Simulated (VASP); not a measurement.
# Be6N (P6/mmm) in VASP: notebook, part 2 of 3

VASP 6.6.1.

## 3. Relaxation of cell and atoms, PBE

INCAR

```
ALGO = Normal
EDIFF = 1E-7
EDIFFG = -0.01
ENCUT = 600
GGA = PE
IBRION = 2
ISIF = 3
ISMEAR = 0
LASPH = True
LCHARG = False
LREAL = False
LWAVE = False
NELM = 100
NSW = 100
PREC = Accurate
SIGMA = 0.1
```

KPOINTS

```
k-points
0
Gamma
  6 6 18
```

POSCAR

```
Be6N
1.0
    6.4414704181      0.0000000000      0.0000000000
   -3.2207352091      5.5784770198      0.0000000000
    0.0000000000      0.0000000000      1.9925751927
Be N
6 1
Direct
    0.0000000000      0.3362136356      0.5000000000
    0.6637863644      0.6637863644      0.5000000000
    0.3362136356      0.0000000000      0.5000000000
    0.0000000000      0.6637863644      0.5000000000
    0.3362136356      0.3362136356      0.5000000000
    0.6637863644      0.0000000000      0.5000000000
    0.0000000000      0.0000000000      0.0000000000
```

Potentials or basis: VASP PAW PBE potentials, release 64 (Be, N).

Command:

```
> cat potpaw_PBE.64/Be/POTCAR potpaw_PBE.64/N/POTCAR > POTCAR
> mpirun -np 1 vasp_std > vasp.out
```

OUTCAR:

```text
EDIFF = 1E-7
   EDIFFG = -0.01
   ENCUT = 600
   GGA = PE
   IBRION = 2
   ISIF = 3
   ISMEAR = 0
   LASPH = True
   LREAL = False
   NELM = 100
   NSW = 100
   PREC = Accurate

 ion  position               nearest neighbor table
   1  0.000  0.336  0.500-   4 2.11   6 2.17   5 2.17
   2  0.664  0.664  0.500-   5 2.11   4 2.17   6 2.17
   3  0.336  0.000  0.500-   6 2.11   4 2.17   5 2.17
   4  0.000  0.664  0.500-   1 2.11   3 2.17   2 2.17
   5  0.336  0.336  0.500-   2 2.11   1 2.17   3 2.17
   6  0.664  0.000  0.500-   3 2.11   1 2.17   2 2.17
   7  0.000  0.000  0.000-

  LATTYP: Found a hexagonal cell.
 ALAT       =     6.4414704181
 C/A-ratio  =     0.3093354566

  Lattice vectors:

 A1 = (   6.4414704181,   0.0000000000,   0.0000000000)
 A2 = (  -3.2207352091,   5.5784770198,   0.0000000000)
 A3 = (   0.0000000000,   0.0000000000,   1.9925751927)

Analysis of symmetry for initial positions (statically):
=====================================================================
 Subroutine PRICEL returns:
 Original cell was already a primitive cell.

 Routine SETGRP: Setting up the symmetry group for a
 hexagonal supercell.

 Subroutine GETGRP returns: Found 24 space group operations
 (whereof 24 operations were pure point group operations)
 out of a pool of 24 trial point group operations.

The static configuration has the point symmetry D_6h.

Analysis of symmetry for dynamics (positions and initial velocities):
=====================================================================
 Subroutine PRICEL returns:
 Original cell was already a primitive cell.

 Routine SETGRP: Setting up the symmetry group for a
 hexagonal supercell.

 Subroutine GETGRP returns: Found 24 space group operations
 (whereof 24 operations were pure point group operations)
 out of a pool of 24 trial point group operations.

The dynamic configuration has the point symmetry D_6h.

 Subroutine INISYM returns: Found 24 space group operations
 (whereof 24 operations are pure point group operations),
 and found     1 'primitive' translations

----------------------------------------------------------------------------------------

                                     Primitive cell

  volume of cell :      71.6004

  direct lattice vectors                    reciprocal lattice vectors
     6.441470418  0.000000000  0.000000000     0.155244057  0.089630198  0.000000000
    -3.220735209  5.578477020  0.000000000     0.000000000  0.179260396  0.000000000
     0.000000000  0.000000000  1.992575193     0.000000000  0.000000000  0.501863118

  length of vectors
     6.441470418  6.441470418  1.992575193     0.179260396  0.179260396  0.501863118

  position of ions in fractional coordinates (direct lattice)
     0.000000000  0.336213636  0.500000000
     0.663786364  0.663786364  0.500000000
     0.336213636  0.000000000  0.500000000
     0.000000000  0.663786364  0.500000000
     0.336213636  0.336213636  0.500000000
     0.663786364  0.000000000  0.500000000
     0.000000000  0.000000000  0.000000000

  ion indices of the primitive-cell ions
   primitive index   ion index
                 1           1
                 2           2
                 3           3
                 4           4
                 5           5
[... 61 lines left out ...]
   ions per type =               6   1
   NGX,Y,Z   is equivalent  to a cutoff of  13.94, 13.94, 13.35 a.u.
   NGXF,Y,Z  is equivalent  to a cutoff of  27.87, 27.87, 26.70 a.u.
 SYSTEM =  unknown system
   PREC   = accura    normal or accurate (medium, high low for compatibility)
   ISTART =      0    job   : 0-new  1-cont  2-samecut
   ICHARG =      2    charge: 1-file 2-atom 10-const
   ISPIN  =      1    spin polarized calculation?
   LNONCOLLINEAR =      F non collinear calculations
   LSORBIT =      F    spin-orbit coupling
   LASPH  =      T    aspherical Exc in radial PAW
   ENCUT  =  600.0 eV  44.10 Ry    6.64 a.u.  12.87 12.87  3.98*2*pi/ulx,y,z
   NELM   =    100;   NELMIN=  2; NELMDL= -5     # of ELM steps
   EDIFF  = 0.1E-06   stopping-criterion for ELM
   LREAL  =      F    real-space projection
   EDIFFG = -.1E-01   stopping-criterion for IOM
   NSW    =    100    number of steps for IOM
   IBRION =      2    ionic relax: 0-MD 1-quasi-New 2-CG
   NFREE  =      1    steps in history (QN), initial steepest desc. (CG)
   ISIF   =      3    stress and relaxation
   ISYM   =      2    0-nonsym 1-usesym 2-fastsym
   POTIM  = 0.5000    time-step for ionic-motion
   TEBEG  =    0.0;   TEEND  =   0.0 temperature during run
   PSTRESS=    0.0 pullay stress
   NELECT =      17.0000    total number of electrons
   NUPDOWN=      -1.0000    fix difference up-down
   EMIN   =  10.00;   EMAX   =-10.00  energy-range for DOS
   EFERMI =   0.00;   METHOD = LEGACY
   ISMEAR =     0;   SIGMA  =   0.10  broadening in eV -4-tet -1-fermi 0-gaus
   EFERMI_NEDOS =   21; number of points for ismear=-14 and -15
   IALGO  =     38    algorithm
   IMIX   =      4    mixing-type and parameters
     AMIX     =   0.40;   BMIX     =  1.00
     AMIX_MAG =   1.60;   BMIX_MAG =  1.00
  volume/ion in A,a.u.               =      10.23        69.03
  Fermi-wavevector in a.u.,A,eV,Ry     =   1.013723  1.915659 13.981817  1.027635
  Thomas-Fermi vector in A             =   2.146909
   LORBIT       =      0    0 simple, 1 ext, 2 COOP (PROOUT), +10 PAW based schemes
   GGA     = PE    functional components
   LHFCALC =     F    Hartree Fock is set to
   AEXX    =    0.0000 exact exchange contribution
   IVDW    =     0    specifies the selected vdW correction
   LEPSILON=     F    determine dielectric tensor
   LRPA    =     F    only Hartree local field effects (RPA)
 conjugate gradient relaxation of ions
 non-spin polarized calculation
 Gauss-broadening in eV      SIGMA  =   0.10
  energy-cutoff  :      600.00
  volume of cell :       71.60
 maximum number of plane-waves:      2430
 NGX is ok and might be reduce to    54
   NGX = 25   NGY = 25   NGZ =  7

--------------------------------------- Ionic step        1  -------------------------------------------

 number of electron      16.9999999 magnetization

 Free energy of the ion-electron system (eV)
  ---------------------------------------------------
  ext. energy  EPLUGINS =         0.00000000
  ---------------------------------------------------
  free energy    TOTEN  =       -22.63880744 eV

  energy without entropy =      -22.62765111  energy(sigma->0) =      -22.63322928

------------------------ aborting loop because EDIFF is reached ----------------------------------------

  FORCE on cell =-STRESS in cart. coord.  units (eV):
  Direction    XX          YY          ZZ          XY          YZ          ZX
  --------------------------------------------------------------------------------------
  -------------------------------------------------------------------------------------
  Total       -1.2412810     -1.2412810      3.5021209      0.0000000     -0.0000000      0.0000000
  in kB      -27.7757181    -27.7757181     78.3657568      0.0000000     -0.0000000      0.0000000
  external PRESSURE =       7.6047735 kB  Pullay stress =       0.0000000 kB
[... 192 lines left out ...]
--------------------------------------- Ionic step        6  -------------------------------------------

 number of electron      17.0000000 magnetization

 Free energy of the ion-electron system (eV)
  ---------------------------------------------------
  ext. energy  EPLUGINS =         0.00000000
  ---------------------------------------------------
  free energy    TOTEN  =       -22.69006118 eV

  energy without entropy =      -22.67889327  energy(sigma->0) =      -22.68447722

 E-fermi :   4.1173     XC(G=0):  -9.7537

 val. band max:        4.1024462012   @ k =   0.0000   0.0000   0.0000
 cond. band min:       4.1340143949   @ k =   0.3333   0.0000   0.5000
 fundamental gap:      0.0315681936
 Fermi energy:         4.1172933423

 k-point     1 :       0.0000    0.0000    0.0000
  band No.  band energies     occupation
      1     -12.7191      2.00000
      2      -3.6738      2.00000
      3      -3.6738      2.00000
      4      -3.3714      2.00000
      5      -0.9167      2.00000
      6      -0.9167      2.00000
      7       0.3157      2.00000
      8       3.7799      2.00000
      9       3.7977      1.99999
     10       3.7977      1.99999
     11       4.1024      1.16631
     12       4.1024      1.16631
[... 331 lines left out ...]
 k-point    24 :       0.3333    0.0000    0.1667
  band No.  band energies     occupation
      1     -11.9648      2.00000
      2      -3.5407      2.00000
      3      -3.0265      2.00000
      4      -1.6964      2.00000
      5      -0.4210      2.00000
      6       0.5086      2.00000
      7       1.6826      2.00000
      8       2.7369      2.00000
      9       2.8029      2.00000
     10       4.5374      0.00000
     11       5.4696      0.00000
     12       5.6287      0.00000

 [... further k-points ...]
[... 5 lines left out ...]
  --------------------------------------------------------------------------------------
  -------------------------------------------------------------------------------------
  Total        0.0195476      0.0195476      0.0494010     -0.0000000      0.0000000      0.0000000
  in kB        0.4369548      0.4369548      1.1042799     -0.0000000      0.0000000      0.0000000
  external PRESSURE =       0.6593965 kB  Pullay stress =       0.0000000 kB
[... 22 lines left out ...]
  FREE ENERGIE OF THE ION-ELECTRON SYSTEM (eV)
  ---------------------------------------------------
  free  energy   TOTEN  =       -22.6900611781 eV

  energy  without entropy=      -22.6788932652  energy(sigma->0) =      -22.68447722

 reached required accuracy - stopping structural energy minimisation
```

It took 4.8 min on 1 thread of Intel Xeon Platinum 8259CL at 2.50GHz (Skylake/Cascade Lake), shared host; peak memory 0.25 GiB.

Results:

| Quantity | Value |
| --- | --- |
| Free energy | -22.6901 eV |
| Relaxed volume | 10.24 Å³/atom |
| Relaxed cell | a = 6.384 Å, b = 6.384 Å, c = 2.031 Å, α = 90.00°, β = 90.00°, γ = 120.00° |
| Space group after relaxing (to 0.05 Å) | P6/mmm (No. 191) |
| Energy gained by relaxing | 7.3 meV/atom |
| Ionic steps | 6 |
| Pressure after relaxing | 0.1 GPa |
| Largest force after relaxing | 0.005 eV/Å |

Forces in eV/Å, atoms in the order of the input:
```
Be   0.003 -0.004  0.000
Be   0.003  0.004  0.000
Be  -0.005  0.000  0.000
Be  -0.003  0.004  0.000
Be  -0.003 -0.004  0.000
Be   0.005  0.000  0.000
N    0.000  0.000  0.000
```

The path:
```
step  energy change (eV)  largest force (eV/Å)  pressure (GPa)  volume (Å³)
   1              0.0000                0.1099            0.76        71.60
   2             -0.0477                0.0784           -0.63        72.08
   3             -0.0489                0.0883           -0.46        72.02
   4             -0.0509                0.0334           -0.07        71.73
   5             -0.0511                0.0097            0.10        71.61
   6             -0.0513                0.0051            0.07        71.67
```

Final structure:
```xyz
7
Lattice="6.3842 0.0000 0.0000 -3.1921 5.5289 0.0000 0.0000 0.0000 2.0306" Properties=species:S:1:pos:R:3 pbc="T T T"
Be   -1.0676    1.8491    1.0153
Be    2.1245    3.6798    1.0153
Be    2.1352    0.0000    1.0153
Be   -2.1245    3.6798    1.0153
Be    1.0676    1.8491    1.0153
Be    4.2491    0.0000    1.0153
N     0.0000    0.0000    0.0000
```

Levels at points of the mesh, in eV from the Fermi level:
```
           k point  band 7  band 8  band 9  band 10  band 11  band 12
(0.00, 0.00, 0.00)   -3.80   -0.34   -0.32    -0.32    -0.01    -0.01
(0.50, 0.00, 0.00)   -3.90   -2.76   -1.61    -0.62     1.15     3.11
(0.00, 0.00, 0.50)   -0.34    1.69    2.51     2.51     2.77     2.77
(0.50, 0.00, 0.50)    0.78    0.97    1.58     2.28     2.30     2.71
```

Caveat: the bands computed are all filled at some k points, so no gap is given.

## 4. Single point, PBE

This run uses another cell than the first one, of 6.22 Å³/atom, 0.607 times its volume.

INCAR

```
SYSTEM = Be6N
ALGO     = Normal         ! electronic algorithm
EDIFF    = 1E-6           ! SCF threshold, eV
ENCUT    = 520            ! plane-wave cutoff, eV
GGA      = PE             ! functional
ISIF     = 2              ! what is computed and relaxed
ISMEAR   = 0              ! smearing method
LASPH    = .TRUE.         ! aspherical terms in the spheres
LCHARG   = .FALSE.        ! write CHGCAR
LREAL    = .FALSE.        ! projectors in reciprocal space
LWAVE    = .FALSE.        ! write WAVECAR
NBANDS   = 18             ! bands
NELM     = 60             ! most SCF steps
PREC     = Accurate       ! precision mode
SIGMA    = 0.1            ! smearing width, eV
```

KPOINTS

```
k-points
0
G
  6 6 6
  0 0 0
```

POSCAR

```
Be6N
1.0
    3.8995017900      0.0000000000      0.0000000000
   -1.9497509000      3.3770676100      0.0000000000
    0.0000000000      0.0000000000      3.3042655200
Be N
6 1
Direct
    0.0000000000      0.3336124100      0.5000000000
    0.6663875900      0.6663875900      0.5000000000
    0.3336124100      0.0000000000      0.5000000000
    0.0000000000      0.6663875900      0.5000000000
    0.3336124100      0.3336124100      0.5000000000
    0.6663875900      0.0000000000      0.5000000000
    0.0000000000      0.0000000000      0.0000000000
```

Command:

```
> cat potpaw_PBE.64/Be/POTCAR potpaw_PBE.64/N/POTCAR > POTCAR
> mpirun -np 1 vasp_std > vasp.out
```

Run time: 19 s. Hardware: 1 thread of Intel Xeon Platinum 8375C at 2.90GHz (Ice Lake), shared host; peak memory 0.16 GiB.

Results (log left out):

```yaml
Free_energy: 18.1723 eV
Pressure: 218.2 GPa
Largest_force: 0.071 eV/Å
```

Forces in eV/Å, atoms in the order of the input:
```
Be  -0.036  0.062  0.000
Be  -0.036 -0.062  0.000
Be   0.071  0.000  0.000
Be   0.036 -0.062  0.000
Be   0.036  0.062  0.000
Be  -0.071  0.000  0.000
N    0.000  0.000  0.000
```

Stress tensor (GPa, compression positive):
```
325.44   0.00   0.00
  0.00 325.44   0.00
  0.00   0.00   3.58
```

Levels at points of the mesh, in eV from the Fermi level:
```tsv
k point	band 7	band 8	band 9	band 10	band 11	band 12
(0.00, 0.00, 0.00)	-4.34	-1.10	-1.10	1.03	3.46	3.46
(0.50, 0.00, 0.00)	-3.64	-2.12	1.02	1.11	1.22	2.18
(0.00, 0.00, 0.50)	-4.10	-0.58	-0.58	-0.03	-0.03	2.78
(0.50, 0.00, 0.50)	-1.46	-0.90	1.02	1.59	1.80	1.91
```

(Part 2 of 3 ends here.)
